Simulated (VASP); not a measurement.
Runs of VASP 6.6.1 on Mg. The structure is that of space group Fm-3m (No. 225), or close to it. The cells are those of the table. 

| task | cell | k mesh | cutoff (eV) | gap on the mesh (eV) | pressure (GPa) |
| --- | --- | --- | --- | --- | --- |
| single point | a = 3.225 Å, angles 60.0°, 1 atom | 19 × 19 × 19 | 520 | none | 0.0 |
| single point | a = 3.225 Å, angles 60.0°, 1 atom | 12 × 12 × 12 | 520 | none | 0.0 |
| single point | a = 3.181 Å, angles 60.0°, 1 atom | 13 × 13 × 13 | 520 | none | (b) |
| single point | a = 3.267 Å, angles 60.0°, 1 atom | 13 × 13 × 13 | 520 | none | -1.1 |
| relaxation of cell and atoms | relaxed from a = 3.203 Å, angles 60.0°, 1 atom | 12 × 12 × 12 | 600 | none | 0.0 |
| single point | a = 3.090 Å, angles 60.0°, 1 atom | 13 × 13 × 13 | 520 | none | 5.1 |
| single point | a = 3.309 Å, angles 60.0°, 1 atom | 13 × 13 × 13 | 520 | none | -2.0 |
| single point | a = 3.349 Å, angles 60.0°, 1 atom | 13 × 13 × 13 | 520 | none | (a) |
| single point | a = 3.137 Å, angles 60.0°, 1 atom | 13 × 13 × 13 | 520 | none | 3.0 |
| single point | a = 3.225 Å, angles 60.0°, 1 atom | 13 × 13 × 13 | 520 | none | 0.0 |

Alike in all rows: level BLYP; potentials or basis VASP PAW PBE potentials, release 64 (Mg); no spin polarisation; smearing fermi-dirac 0.1 eV.

Q: Fill in the values left out.

A: (a) -2.7; (b) 1.3.

Caveats: the PAW data sets were made with another functional, which shifts forces and pressure a little.

A gap of «none» marks levels without a gap at the run's occupations.
